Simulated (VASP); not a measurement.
Input of a VASP 6.6.1 run:

Contents of INCAR:

```
SYSTEM = FeO
PREC = Accurate ; ENCUT = 520
EDIFF = 1E-6 ; ISMEAR = 0
SIGMA = 0.03 ; LREAL = .False.
LASPH = .True. ; NELM = 150
ALGO = Normal ; ISIF = 2
LWAVE = .False. ; LCHARG = .False.
ISPIN = 2 ; MAGMOM = 3 0
LORBIT = 11 ; LMAXMIX = 4
GGA = PE ; NBANDS = 18
```

The input KPOINTS:

```
regular mesh
0
Gamma
  11 11 11
  0 0 0
```

POSCAR

```
FeO
1.0
    1.5188209023      0.8768916568      2.5195772846
   -1.5188209023      0.8768916568      2.5195772846
    0.0000000000     -1.7537833136      2.5195772846
Fe O
1 1
Direct
    0.0000000000      0.0000000000      0.0000000000
    0.5000000000      0.5000000000      0.5000000000
```

Potentials or basis: VASP PAW PBE potentials, release 64 (Fe, O).

Launch:

```sh
$ cat potpaw_PBE.64/Fe/POTCAR potpaw_PBE.64/O/POTCAR > POTCAR
$ mpirun -np 1 vasp_std > vasp.out
```

(1) Estimate the site moments.

(2) What does it give for the net moment?

(3) Estimate the pressure.

(4) Estimate the band gap on the k mesh.

Results:

(1) Fe +3.62; O +0.30 μB.

(2) 4.00 μB per cell.

(3) -1.2 GPa.

(4) zero (filled and empty bands overlap).

Caveat: a cell with one magnetic atom can't hold antiferromagnetic order, which such compounds often take; semilocal functionals often make such compounds metallic where correlation or magnetic order opens a gap, which also shifts bond lengths.
